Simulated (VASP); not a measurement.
# PbS (P1) in VASP: single point with PBE

Aim: the single point of PbS with PBE.

Program: VASP 6.6.1. These are calculated values, not measurements. Logs are shortened: lines on timing, memory, paths and dates and some standing lists are left out, and cuts for length are marked.

## 1. The cell of the first run

The typed cell holds 2 atoms: a = 4.708 Å, b = 4.762 Å, c = 4.679 Å, α = 59.09°, β = 59.08°, γ = 60.30°.

## 2. Single point, PBE (atoms moved at random and the cell strained at random)

INCAR reads:

```
SYSTEM = PbS
PREC = Accurate
ENCUT = 520
EDIFF = 1E-6
ISMEAR = 0
SIGMA = 0.05
LREAL = .False.
LASPH = .True.
NELM = 100
ALGO = Normal
ISIF = 2
LWAVE = .False.
LCHARG = .False.
GGA = PE
NBANDS = 17
```

KPOINTS reads:

```
Automatic mesh
0
Gamma
  10 10 10
  0 0 0
```

POSCAR reads:

```
PbS
1.0
    0.0199670835      3.3450118860      3.3128249317
    3.3925806282     -0.0089971137      3.3417891290
    3.3173485498      3.2987440049      0.0662349647
Pb S
1 1
Direct
   -0.0006135611      0.0221877395     -0.0278417153
    0.2506135611      0.2278122605      0.2778417153
```

Potentials or basis: VASP PAW PBE potentials, release 64 (Pb_d, S).

The run is started by

```sh
cat potpaw_PBE.64/Pb_d/POTCAR potpaw_PBE.64/S/POTCAR > POTCAR
mpirun -np 1 vasp_std > vasp.out
```

OUTCAR:

```text
SYSTEM = PbS
   PREC = Accurate
   ENCUT = 520
   EDIFF = 1E-6
   ISMEAR = 0
   LREAL = .False.
   LASPH = .True.
   NELM = 100
   ISIF = 2
   GGA = PE

 ion  position               nearest neighbor table
   1  0.999  0.022  0.972-   2 2.62   2 2.88   2 2.95   2 3.08
   2  0.251  0.228  0.278-   1 2.62   1 2.88   1 2.95   1 3.08

  LATTYP: Found a triclinic cell.
 ALAT       =     4.6557562497
 B/A-ratio  =     1.4290024190
 C/A-ratio  =     1.0228332847
 COS(alpha) =     0.0038758245
 COS(beta)  =     0.5065717052
 COS(gamma) =     0.7066199570

  Lattice vectors:

 A1 = (   0.0752320784,  -3.3077411186,   3.2755541643)
 A2 = (   0.0552649949,  -6.6527530046,  -0.0372707674)
 A3 = (   3.3925806282,  -0.0089971137,   3.3417891290)

Analysis of symmetry for initial positions (statically):
=====================================================================
 Subroutine PRICEL returns:
 Original cell was already a primitive cell.

 Routine SETGRP: Setting up the symmetry group for a
 triclinic supercell.

 Subroutine GETGRP returns: Found  1 space group operations
 (whereof  1 operations were pure point group operations)
 out of a pool of  2 trial point group operations.

The static configuration has the point symmetry C_1 .

Analysis of symmetry for dynamics (positions and initial velocities):
=====================================================================
 Subroutine PRICEL returns:
 Original cell was already a primitive cell.

 Routine SETGRP: Setting up the symmetry group for a
 triclinic supercell.

 Subroutine GETGRP returns: Found  1 space group operations
 (whereof  1 operations were pure point group operations)
 out of a pool of  2 trial point group operations.

The dynamic configuration has the point symmetry C_1 .

 Subroutine INISYM returns: Found  1 space group operations
 (whereof  1 operations are pure point group operations),
 and found     1 'primitive' translations

----------------------------------------------------------------------------------------

                                     Primitive cell

  volume of cell :      73.2842

  direct lattice vectors                    reciprocal lattice vectors
     0.019967083  3.345011886  3.312824932    -0.150432251  0.148206246  0.153117671
     3.392580628 -0.008997114  3.341789129     0.146097097 -0.149943328  0.150519599
     3.317348550  3.298744005  0.066234965     0.152940670  0.152451747 -0.154854753

[... 75 lines left out ...]
   ISTART =      0    job   : 0-new  1-cont  2-samecut
   ICHARG =      2    charge: 1-file 2-atom 10-const
   ISPIN  =      1    spin polarized calculation?
   LNONCOLLINEAR =      F non collinear calculations
   LSORBIT =      F    spin-orbit coupling
   LASPH  =      T    aspherical Exc in radial PAW
   ENCUT  =  520.0 eV  38.22 Ry    6.18 a.u.   8.75  8.85  8.70*2*pi/ulx,y,z
   NELM   =    100;   NELMIN=  2; NELMDL= -5     # of ELM steps
   EDIFF  = 0.1E-05   stopping-criterion for ELM
   LREAL  =      F    real-space projection
   EDIFFG = 0.1E-04   stopping-criterion for IOM
   NSW    =      0    number of steps for IOM
   IBRION =     -1    ionic relax: 0-MD 1-quasi-New 2-CG
   NFREE  =      0    steps in history (QN), initial steepest desc. (CG)
   ISIF   =      2    stress and relaxation
   ISYM   =      2    0-nonsym 1-usesym 2-fastsym
   POTIM  = 0.5000    time-step for ionic-motion
   TEBEG  =    0.0;   TEEND  =   0.0 temperature during run
   PSTRESS=    0.0 pullay stress
   NELECT =      20.0000    total number of electrons
   NUPDOWN=      -1.0000    fix difference up-down
   EMIN   =  10.00;   EMAX   =-10.00  energy-range for DOS
   EFERMI =   0.00;   METHOD = LEGACY
   ISMEAR =     0;   SIGMA  =   0.05  broadening in eV -4-tet -1-fermi 0-gaus
   EFERMI_NEDOS =   21; number of points for ismear=-14 and -15
   IALGO  =     38    algorithm
   IMIX   =      4    mixing-type and parameters
     AMIX     =   0.40;   BMIX     =  1.00
     AMIX_MAG =   1.60;   BMIX_MAG =  1.00
  volume/ion in A,a.u.               =      36.64       247.27
  Fermi-wavevector in a.u.,A,eV,Ry     =   1.061895  2.006690 15.342205  1.127620
  Thomas-Fermi vector in A             =   2.197327
   LORBIT       =      0    0 simple, 1 ext, 2 COOP (PROOUT), +10 PAW based schemes
   GGA     = PE    functional components
   LHFCALC =     F    Hartree Fock is set to
   AEXX    =    0.0000 exact exchange contribution
   IVDW    =     0    specifies the selected vdW correction
   LEPSILON=     F    determine dielectric tensor
   LRPA    =     F    only Hartree local field effects (RPA)
 non-spin polarized calculation
 Gauss-broadening in eV      SIGMA  =   0.05
  energy-cutoff  :      520.00
  volume of cell :       73.28
 maximum number of plane-waves:      1997
   NGX = 17   NGY = 17   NGZ = 17

 number of electron      19.9999999 magnetization

 Free energy of the ion-electron system (eV)
  ---------------------------------------------------
  ext. energy  EPLUGINS =         0.00000000
  ---------------------------------------------------
  free energy    TOTEN  =        -8.28443354 eV

  energy without entropy =       -8.28443354  energy(sigma->0) =       -8.28443354

 E-fermi :   2.9098     XC(G=0):  -7.8370

 val. band max:        2.6777785985   @ k =  -0.2000   0.3000   0.5000
 cond. band min:       3.5119287610   @ k =   0.0000   0.5000   0.5000
 fundamental gap:      0.8341501625
 Fermi energy:         2.9098058238

 k-point     1 :       0.0000    0.0000    0.0000
  band No.  band energies     occupation
      1     -13.9779      2.00000
      2     -13.9651      2.00000
      3     -13.9529      2.00000
      4     -13.9053      2.00000
      5     -13.8966      2.00000
      6      -9.8771      2.00000
[... 457 lines left out ...]
      4     -13.9079      2.00000
      5     -13.8906      2.00000
      6      -9.2521      2.00000
[... 9 lines left out ...]
     16      11.3559      0.00000
     17      12.4769      0.00000

 [... further k-points ...]
[... 5 lines left out ...]
  --------------------------------------------------------------------------------------
  -------------------------------------------------------------------------------------
  Total        0.5295573      0.4646562      0.4817911      0.6483054     -0.2996189     -0.8050972
  in kB       11.5774622     10.1585604     10.5331722     14.1735968     -6.5504273    -17.6014605
  external PRESSURE =      10.7563982 kB  Pullay stress =       0.0000000 kB

 VOLUME and BASIS-vectors are now :
 -----------------------------------------------------------------------------
  energy-cutoff  :      520.00
  volume of cell :       73.28
      direct lattice vectors                 reciprocal lattice vectors
     0.019967083  3.345011886  3.312824932    -0.150432251  0.148206246  0.153117671
     3.392580628 -0.008997114  3.341789129     0.146097097 -0.149943328  0.150519599
     3.317348550  3.298744005  0.066234965     0.152940670  0.152451747 -0.154854753

 POSITION                                       TOTAL-FORCE (eV/Angst)
 -----------------------------------------------------------------------------------
      3.32022      6.54966      3.44933         0.365413      0.724641     -0.557040
      1.69957      1.75278      1.60994        -0.365413     -0.724641      0.557040
 -----------------------------------------------------------------------------------
    total drift:                               -0.000089     -0.000206      0.000119

  FREE ENERGIE OF THE ION-ELECTRON SYSTEM (eV)
  ---------------------------------------------------
  free  energy   TOTEN  =        -8.2844335436 eV

  energy  without entropy=       -8.2844335436  energy(sigma->0) =       -8.28443354
```

OSZICAR:

```text
N       E                     dE             d eps       ncg     rms          rms(c)
DAV:   1     0.161401450086E+03    0.16140E+03   -0.92458E+03 17152   0.114E+03
DAV:   2     0.563786895515E+01   -0.15576E+03   -0.15003E+03 18093   0.297E+02
DAV:   3    -0.861364799937E+01   -0.14252E+02   -0.14116E+02 22660   0.960E+01
DAV:   4    -0.900804256072E+01   -0.39439E+00   -0.39403E+00 21570   0.194E+01
DAV:   5    -0.902377556592E+01   -0.15733E-01   -0.15732E-01 25015   0.362E+00    0.515E+00
DAV:   6    -0.828011221487E+01    0.74366E+00   -0.22186E+00 25363   0.958E+00    0.377E+00
DAV:   7    -0.827928372205E+01    0.82849E-03   -0.22288E-01 18988   0.234E+00    0.199E+00
DAV:   8    -0.828325803618E+01   -0.39743E-02   -0.24039E-02 19695   0.163E+00    0.169E-01
DAV:   9    -0.828355394108E+01   -0.29590E-03   -0.77503E-03 23314   0.622E-01    0.189E-01
DAV:  10    -0.828423731459E+01   -0.68337E-03   -0.10364E-03 18070   0.220E-01    0.627E-02
DAV:  11    -0.828441283239E+01   -0.17552E-03   -0.26344E-04 20904   0.134E-01    0.448E-02
DAV:  12    -0.828442877828E+01   -0.15946E-04   -0.24385E-05 21001   0.439E-02    0.633E-03
DAV:  13    -0.828443236344E+01   -0.35852E-05   -0.39789E-06 19576   0.112E-02    0.208E-03
DAV:  14    -0.828443339534E+01   -0.10319E-05   -0.88981E-07 16848   0.483E-03    0.106E-03
DAV:  15    -0.828443354356E+01   -0.14822E-06   -0.15033E-07 17444   0.349E-03
   1 F= -.82844335E+01 E0= -.82844335E+01  d E =-.269041E-13
```

Wall time 15 min (1 thread of Intel Xeon 8259CL, shared host); peak memory 0.68 GiB.

What came out:

```
Free energy            : -8.2844 eV
Pressure               : 1.1 GPa
Largest force          : 0.984 eV/Å
Band gap on the k mesh : 0.83 eV (least direct gap 1.26 eV)
```

Forces in eV/Å, atoms in the order of the input:
```
Pb   0.365  0.725 -0.557
S   -0.365 -0.725  0.557
```

Caveat: the cell differs from its parent crystal (atoms moved at random and the cell strained at random); spin-orbit coupling is left out, which moves the levels of the heavy elements. A k mesh can miss the band edges.
